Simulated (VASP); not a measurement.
# ZnS in VASP: notebook, part 2 of 3

VASP 6.6.1. Earlier steps stand in the parts before.

## (3) Single point, PBEsol (volume scaled by 1.06)

The input, INCAR:

```
PREC = Accurate ; ENCUT = 520
EDIFF = 1E-6 ; ISMEAR = -1
SIGMA = 0.01 ; LREAL = False
LASPH = True ; NELM = 60
ALGO = Normal ; ISIF = 2
LWAVE = False ; LCHARG = False
GGA = PS ; NBANDS = 16
```

The input, KPOINTS:

```
regular mesh
0
Gamma
  8 8 8
```

The input, POSCAR:

```
ZnS
1.0
    0.0000000000      2.7576958202      2.7576958202
    2.7576958202      0.0000000000      2.7576958202
    2.7576958202      2.7576958202      0.0000000000
Zn S
1 1
Direct
    0.0000000000      0.0000000000      0.0000000000
    0.7500000000      0.7500000000      0.7500000000
```

Potentials or basis: VASP PAW PBE potentials, release 64 (Zn, S).

Command:

```console
$ cat potpaw_PBE.64/Zn/POTCAR potpaw_PBE.64/S/POTCAR > POTCAR
$ mpirun -np 1 vasp_std > vasp.out
```

OUTCAR:

```text
PREC = Accurate
   ENCUT = 520
   EDIFF = 1E-6
   ISMEAR = -1
   LREAL = False
   LASPH = True
   NELM = 60
   ISIF = 2
   GGA = PS

 ion  position               nearest neighbor table
   1  0.000  0.000  0.000-   2 2.39   2 2.39   2 2.39   2 2.39
   2  0.750  0.750  0.750-   1 2.39   1 2.39   1 2.39   1 2.39

  LATTYP: Found a face centered cubic cell.
 ALAT       =     5.5153916404

  Lattice vectors:

 A1 = (   0.0000000000,   2.7576958202,   2.7576958202)
 A2 = (   2.7576958202,   0.0000000000,   2.7576958202)
 A3 = (   2.7576958202,   2.7576958202,   0.0000000000)

Analysis of symmetry for initial positions (statically):
=====================================================================
 Subroutine PRICEL returns:
 Original cell was already a primitive cell.

 Routine SETGRP: Setting up the symmetry group for a
 face centered cubic supercell.

 Subroutine GETGRP returns: Found 24 space group operations
 (whereof 24 operations were pure point group operations)
 out of a pool of 48 trial point group operations.

The static configuration has the point symmetry T_d .

Analysis of symmetry for dynamics (positions and initial velocities):
=====================================================================
 Subroutine PRICEL returns:
 Original cell was already a primitive cell.

 Routine SETGRP: Setting up the symmetry group for a
 face centered cubic supercell.

 Subroutine GETGRP returns: Found 24 space group operations
 (whereof 24 operations were pure point group operations)
 out of a pool of 48 trial point group operations.

The dynamic configuration has the point symmetry T_d .

 Subroutine INISYM returns: Found 24 space group operations
 (whereof 24 operations are pure point group operations),
 and found     1 'primitive' translations

----------------------------------------------------------------------------------------
[... 110 lines left out ...]
   IALGO  =     38    algorithm
   IMIX   =      4    mixing-type and parameters
     AMIX     =   0.40;   BMIX     =  1.00
     AMIX_MAG =   1.60;   BMIX_MAG =  1.00
  volume/ion in A,a.u.               =      20.97       141.53
  Fermi-wavevector in a.u.,A,eV,Ry     =   1.234836  2.333502 20.746437  1.524820
  Thomas-Fermi vector in A             =   2.369510
   LORBIT       =      0    0 simple, 1 ext, 2 COOP (PROOUT), +10 PAW based schemes
   GGA     = PS    functional components
   LHFCALC =     F    Hartree Fock is set to
   AEXX    =    0.0000 exact exchange contribution
   IVDW    =     0    specifies the selected vdW correction
   LEPSILON=     F    determine dielectric tensor
   LRPA    =     F    only Hartree local field effects (RPA)
 non-spin polarized calculation
  energy-cutoff  :      520.00
  volume of cell :       41.94
 maximum number of plane-waves:      1158
 NGX is ok and might be reduce to    30
   NGX = 15   NGY = 15   NGZ = 15

 number of electron      17.9999992 magnetization

 Free energy of the ion-electron system (eV)
  ---------------------------------------------------
  ext. energy  EPLUGINS =         0.00000000
  ---------------------------------------------------
  free energy    TOTEN  =        -7.52529587 eV

  energy without entropy =       -7.52529587  energy(sigma->0) =       -7.52529587

 E-fermi :   1.6934     XC(G=0):  -9.5655

 val. band max:        1.4633463198   @ k =   0.0000   0.0000   0.0000
 cond. band min:       3.1822239858   @ k =   0.0000   0.0000   0.0000
 fundamental gap:      1.7188776660
 Fermi energy:         1.6934490981

 k-point     1 :       0.0000    0.0000    0.0000
  band No.  band energies     occupation
      1     -11.2814      2.00000
      2      -4.6810      2.00000
      3      -4.6810      2.00000
      4      -4.6810      2.00000
      5      -4.2510      2.00000
      6      -4.2510      2.00000
[... 433 lines left out ...]
      3      -4.5182      2.00000
      4      -4.2915      2.00000
      5      -4.2393      2.00000
      6      -4.0103      2.00000
[... 8 lines left out ...]
     15      14.5811      0.00000
     16      15.4006      0.00000

 [... further k-points ...]

------------------------ aborting loop because EDIFF is reached ----------------------------------------

  FORCE on cell =-STRESS in cart. coord.  units (eV):
  Direction    XX          YY          ZZ          XY          YZ          ZX
  --------------------------------------------------------------------------------------
  -------------------------------------------------------------------------------------
  Total       -1.4518707     -1.4518707     -1.4518707      0.0000000      0.0000000      0.0000000
  in kB      -55.4586691    -55.4586691    -55.4586691      0.0000000      0.0000000      0.0000000
  external PRESSURE =     -55.4586691 kB  Pullay stress =       0.0000000 kB

 VOLUME and BASIS-vectors are now :
 -----------------------------------------------------------------------------
  energy-cutoff  :      520.00
  volume of cell :       41.94
      direct lattice vectors                 reciprocal lattice vectors
     0.000000000  2.757695820  2.757695820    -0.181310787  0.181310787  0.181310787
     2.757695820  0.000000000  2.757695820     0.181310787 -0.181310787  0.181310787
     2.757695820  2.757695820  0.000000000     0.181310787  0.181310787 -0.181310787

 POSITION                                       TOTAL-FORCE (eV/Angst)
 -----------------------------------------------------------------------------------
      0.00000      0.00000      0.00000        -0.000000     -0.000000     -0.000000
      4.13654      4.13654      4.13654         0.000000      0.000000      0.000000
 -----------------------------------------------------------------------------------
    total drift:                               -0.000000     -0.000000     -0.000000

  FREE ENERGIE OF THE ION-ELECTRON SYSTEM (eV)
  ---------------------------------------------------
  free  energy   TOTEN  =        -7.5252958734 eV

  energy  without entropy=       -7.5252958734  energy(sigma->0) =       -7.52529587
```

Wall time 33 s (1 thread of Intel Xeon 8259CL, shared host); peak memory 0.17 GiB.

What came out:

```
Free energy            : -7.5253 eV
Pressure               : -5.5 GPa
Band gap on the k mesh : 1.72 eV, direct
```

Caveat: the PAW data sets were made with another functional, which shifts forces and pressure a little.

## (4) Single point, PBEsol (equal xy, yz and zx shear strains of +2 %)

The input, INCAR:

```
  ALGO = Normal
  EDIFF = 1E-6
  ENCUT = 520
  GGA = PS
  ISIF = 2
  ISMEAR = -1
  LASPH = True
  LCHARG = False
  LREAL = False
  LWAVE = False
  NBANDS = 16
  NELM = 80
  PREC = Accurate
  SIGMA = 0.01
```

The input, KPOINTS:

```
k-points
0
Gamma
  8 8 8
```

The input, POSCAR:

```
ZnS
1.0
    0.0540930000      2.7316965000      2.7316965000
    2.7316965000      0.0540930000      2.7316965000
    2.7316965000      2.7316965000      0.0540930000
Zn S
1 1
Direct
    0.0000000000      0.0000000000      0.0000000000
    0.7500000000      0.7500000000      0.7500000000
```

Potentials or basis: VASP PAW PBE potentials, release 64 (Zn, S).

Command:

```console
$ cat potpaw_PBE.64/Zn/POTCAR potpaw_PBE.64/S/POTCAR > POTCAR
$ mpirun -np 1 vasp_std > vasp.out
```

OUTCAR:

```text
EDIFF = 1E-6
   ENCUT = 520
   GGA = PS
   ISIF = 2
   ISMEAR = -1
   LASPH = True
   LREAL = False
   NELM = 80
   PREC = Accurate

 ion  position               nearest neighbor table
   1  0.000  0.000  0.000-   2 2.33   2 2.33   2 2.33   2 2.39
   2  0.750  0.750  0.750-   1 2.33   1 2.33   1 2.33   1 2.39

  LATTYP: Found a trigonal (rhomboedric) cell.
 ALAT       =     3.8635809282
 COS(alpha) =     0.5197000882

  Lattice vectors:

 A1 = (   0.0540930000,   2.7316965000,   2.7316965000)
 A2 = (   2.7316965000,   0.0540930000,   2.7316965000)
 A3 = (   2.7316965000,   2.7316965000,   0.0540930000)

Analysis of symmetry for initial positions (statically):
=====================================================================
 Subroutine PRICEL returns:
 Original cell was already a primitive cell.

 Routine SETGRP: Setting up the symmetry group for a
 trigonal (rhombohedral) supercell.

 Subroutine GETGRP returns: Found  6 space group operations
 (whereof  6 operations were pure point group operations)
 out of a pool of 12 trial point group operations.

The static configuration has the point symmetry C_3v.

Analysis of symmetry for dynamics (positions and initial velocities):
=====================================================================
 Subroutine PRICEL returns:
 Original cell was already a primitive cell.

 Routine SETGRP: Setting up the symmetry group for a
 trigonal (rhombohedral) supercell.

 Subroutine GETGRP returns: Found  6 space group operations
 (whereof  6 operations were pure point group operations)
 out of a pool of 12 trial point group operations.

The dynamic configuration has the point symmetry C_3v.

 Subroutine INISYM returns: Found  6 space group operations
 (whereof  6 operations are pure point group operations),
 and found     1 'primitive' translations

----------------------------------------------------------------------------------------

                                     Primitive cell

  volume of cell :      39.5579

  direct lattice vectors                    reciprocal lattice vectors
     0.054093000  2.731696500  2.731696500    -0.188564872  0.184903418  0.184903418
     2.731696500  0.054093000  2.731696500     0.184903418 -0.188564872  0.184903418
     2.731696500  2.731696500  0.054093000     0.184903418  0.184903418 -0.188564872

  length of vectors
     3.863580928  3.863580928  3.863580928     0.322389917  0.322389917  0.322389917

  position of ions in fractional coordinates (direct lattice)
     0.000000000  0.000000000  0.000000000
     0.750000000  0.750000000  0.750000000

  ion indices of the primitive-cell ions
   primitive index   ion index
                 1           1
                 2           2

----------------------------------------------------------------------------------------

 KPOINTS: k-points

Automatic generation of k-mesh.
 Grid dimensions read from file:
 generate k-points for:    8    8    8

 Generating k-lattice:

  Cartesian coordinates                     Fractional coordinates (reciprocal lattice)
    -0.023570609  0.023112927  0.023112927     0.125000000  0.000000000  0.000000000
     0.023112927 -0.023570609  0.023112927     0.000000000  0.125000000  0.000000000
     0.023112927  0.023112927 -0.023570609     0.000000000  0.000000000  0.125000000

  Length of vectors
     0.040298740  0.040298740  0.040298740

  Shift w.r.t. Gamma in fractional coordinates (k-lattice)
     0.000000000  0.000000000  0.000000000

 Subroutine IBZKPT returns following result:
 ===========================================

 Found     65 irreducible k-points:

 Following reciprocal coordinates:
            Coordinates               Weight
  0.000000  0.000000  0.000000      1.000000
  0.125000  0.000000 -0.000000      6.000000
  0.250000  0.000000 -0.000000      6.000000
  0.375000  0.000000 -0.000000      6.000000
  0.500000  0.000000 -0.000000      3.000000
  0.125000  0.125000 -0.000000      6.000000
[... 16 lines left out ...]
  0.250000  0.125000  0.125000      6.000000
  0.375000  0.125000  0.125000      6.000000
 [... further k-points ...]
   k-points           NKPTS =     65   k-points in BZ     NKDIM =     65   number of bands    NBANDS=     16
   number of dos      NEDOS =    301   number of ions     NIONS =      2
   total plane-waves  NPLWV =  27000
   dimension x,y,z NGX =    30 NGY =   30 NGZ =   30
   dimension x,y,z NGXF=    60 NGYF=   60 NGZF=   60
   ions per type =               1   1
   NGX,Y,Z   is equivalent  to a cutoff of  12.91, 12.91, 12.91 a.u.
   NGXF,Y,Z  is equivalent  to a cutoff of  25.82, 25.82, 25.82 a.u.
 SYSTEM =  unknown system
   PREC   = accura    normal or accurate (medium, high low for compatibility)
   ISTART =      0    job   : 0-new  1-cont  2-samecut
   ICHARG =      2    charge: 1-file 2-atom 10-const
   ISPIN  =      1    spin polarized calculation?
   LNONCOLLINEAR =      F non collinear calculations
   LSORBIT =      F    spin-orbit coupling
   LASPH  =      T    aspherical Exc in radial PAW
   ENCUT  =  520.0 eV  38.22 Ry    6.18 a.u.   7.18  7.18  7.18*2*pi/ulx,y,z
   NELM   =     80;   NELMIN=  2; NELMDL= -5     # of ELM steps
   EDIFF  = 0.1E-05   stopping-criterion for ELM
   LREAL  =      F    real-space projection
   EDIFFG = 0.1E-04   stopping-criterion for IOM
   NSW    =      0    number of steps for IOM
   IBRION =     -1    ionic relax: 0-MD 1-quasi-New 2-CG
   NFREE  =      0    steps in history (QN), initial steepest desc. (CG)
   ISIF   =      2    stress and relaxation
   ISYM   =      2    0-nonsym 1-usesym 2-fastsym
   POTIM  = 0.5000    time-step for ionic-motion
   TEBEG  =    0.0;   TEEND  =   0.0 temperature during run
   PSTRESS=    0.0 pullay stress
   NELECT =      18.0000    total number of electrons
   NUPDOWN=      -1.0000    fix difference up-down
   EMIN   =  10.00;   EMAX   =-10.00  energy-range for DOS
   EFERMI =   0.00;   METHOD = LEGACY
   ISMEAR =    -1;   SIGMA  =   0.01  broadening in eV -4-tet -1-fermi 0-gaus
   EFERMI_NEDOS =   21; number of points for ismear=-14 and -15
   IALGO  =     38    algorithm
   IMIX   =      4    mixing-type and parameters
     AMIX     =   0.40;   BMIX     =  1.00
     AMIX_MAG =   1.60;   BMIX_MAG =  1.00
  volume/ion in A,a.u.               =      19.78       133.48
  Fermi-wavevector in a.u.,A,eV,Ry     =   1.259180  2.379505 21.572496  1.585534
  Thomas-Fermi vector in A             =   2.392752
   LORBIT       =      0    0 simple, 1 ext, 2 COOP (PROOUT), +10 PAW based schemes
   GGA     = PS    functional components
   LHFCALC =     F    Hartree Fock is set to
   AEXX    =    0.0000 exact exchange contribution
   IVDW    =     0    specifies the selected vdW correction
   LEPSILON=     F    determine dielectric tensor
   LRPA    =     F    only Hartree local field effects (RPA)
 non-spin polarized calculation
  energy-cutoff  :      520.00
  volume of cell :       39.56
 maximum number of plane-waves:      1075
 NGX is ok and might be reduce to    30
   NGX = 15   NGY = 15   NGZ = 15

 number of electron      18.0000008 magnetization

 Free energy of the ion-electron system (eV)
  ---------------------------------------------------
  ext. energy  EPLUGINS =         0.00000000
  ---------------------------------------------------
  free energy    TOTEN  =        -7.57288756 eV

  energy without entropy =       -7.57288756  energy(sigma->0) =       -7.57288756

 E-fermi :   2.2311     XC(G=0):  -9.8371

 val. band max:        2.0272362793   @ k =   0.0000   0.0000   0.0000
 cond. band min:       3.9435505851   @ k =   0.0000   0.0000   0.0000
 fundamental gap:      1.9163143058
 Fermi energy:         2.2311382409

 k-point     1 :       0.0000    0.0000    0.0000
  band No.  band energies     occupation
      1     -11.1500      2.00000
      2      -4.3818      2.00000
      3      -4.3818      2.00000
      4      -4.3602      2.00000
      5      -3.8779      2.00000
      6      -3.8779      2.00000
[... 8 lines left out ...]
     15      13.7283      0.00000
     16      13.7283      0.00000

 k-point     2 :       0.1250    0.0000   -0.0000
  band No.  band energies     occupation
      1     -11.0292      2.00000
      2      -4.3826      2.00000
      3      -4.3595      2.00000
      4      -4.3390      2.00000
      5      -3.8807      2.00000
      6      -3.8794      2.00000
[... 8 lines left out ...]
     15      13.1260      0.00000
     16      14.4274      0.00000
[... 387 lines left out ...]
      5      -3.8916      2.00000
      6      -3.8667      2.00000
[... 8 lines left out ...]
     15      13.2653      0.00000
     16      15.5059      0.00000

 k-point    24 :       0.3750    0.1250    0.1250
  band No.  band energies     occupation
      1     -10.5246      2.00000
      2      -4.2840      2.00000
      3      -4.2838      2.00000
      4      -4.2597      2.00000
      5      -3.8904      2.00000
      6      -3.8510      2.00000
[... 8 lines left out ...]
     15      14.0463      0.00000
     16      15.0512      0.00000

 [... further k-points ...]
[... 5 lines left out ...]
  --------------------------------------------------------------------------------------
  -------------------------------------------------------------------------------------
  Total       -0.4592202     -0.4592202     -0.4592202     -0.3133518     -0.3133518     -0.3133518
  in kB      -18.5993505    -18.5993505    -18.5993505    -12.6913838    -12.6913838    -12.6913838
  external PRESSURE =     -18.5993505 kB  Pullay stress =       0.0000000 kB

 VOLUME and BASIS-vectors are now :
 -----------------------------------------------------------------------------
  energy-cutoff  :      520.00
  volume of cell :       39.56
      direct lattice vectors                 reciprocal lattice vectors
     0.054093000  2.731696500  2.731696500    -0.188564872  0.184903418  0.184903418
     2.731696500  0.054093000  2.731696500     0.184903418 -0.188564872  0.184903418
     2.731696500  2.731696500  0.054093000     0.184903418  0.184903418 -0.188564872

 POSITION                                       TOTAL-FORCE (eV/Angst)
 -----------------------------------------------------------------------------------
      0.00000      0.00000      0.00000        -0.088235     -0.088235     -0.088235
      4.13811      4.13811      4.13811         0.088235      0.088235      0.088235
 -----------------------------------------------------------------------------------
    total drift:                               -0.000053     -0.000053     -0.000053

  FREE ENERGIE OF THE ION-ELECTRON SYSTEM (eV)
  ---------------------------------------------------
  free  energy   TOTEN  =        -7.5728875646 eV

  energy  without entropy=       -7.5728875646  energy(sigma->0) =       -7.57288756
```

stdout:

```text
POSCAR found type information on POSCAR ZnS
 POSCAR found :  2 types and       2 ions
 scaLAPACK will be used
 -----------------------------------------------------------------------------
|                                                                             |
|                                                                             |
|     You enforced a specific xc type in the INCAR file but a different       |
|     I HOPE YOU KNOW WHAT YOU ARE DOING!                                     |
|                                                                             |
 -----------------------------------------------------------------------------

 LDA part: xc-table for (Slater+PW92), standard interpolation
 POSCAR, INCAR and KPOINTS ok, starting setup
 FFT: planning ... GRIDC
 FFT: planning ... GRID_SOFT
 FFT: planning ... GRID
 WAVECAR not read
 entering main loop
```

Wall time 22 s (1 thread of Intel Xeon 6975P-C (Granite Rapids), shared host); peak memory 0.19 GiB.

What came out:

```yaml
Free_energy: -7.5729 eV
Pressure: -1.9 GPa
Largest_force: 0.153 eV/Å
Band_gap_on_the_k_mesh: 1.92 eV, direct
```

Forces in eV/Å, atoms in the order of the input:
```
Zn  -0.088 -0.088 -0.088
S    0.088  0.088  0.088
```

Stress tensor (GPa, compression positive):
```
-1.86 -1.27 -1.27
-1.27 -1.86 -1.27
-1.27 -1.27 -1.86
```

Levels at points of the mesh, in eV from the valence-band top:
```
           k point  band 5  band 6  band 7  band 8  band 9  band 10  band 11  band 12  band 13  band 14
(0.00, 0.00, 0.00)   -5.91   -5.91   -0.12    0.00    0.00     1.92     6.02     6.41     6.41    11.59
(0.50, 0.00, 0.00)   -5.87   -5.69   -5.39   -0.96   -0.93     3.09     6.62     6.90     8.68    11.89
(0.50, 0.50, 0.00)   -5.83   -5.69   -4.64   -2.37   -2.18     3.19     3.95    10.70    11.83    11.86
(0.50, 0.50, 0.50)   -5.88   -5.74   -5.35   -0.79   -0.79     3.33     6.93     6.93     8.55    11.98
```

Caveat: the cell differs from its parent crystal (equal xy, yz and zx shear strains of +2 %); the PAW data sets were made with another functional, which shifts forces and pressure a little.

[end of part 2 of 3]
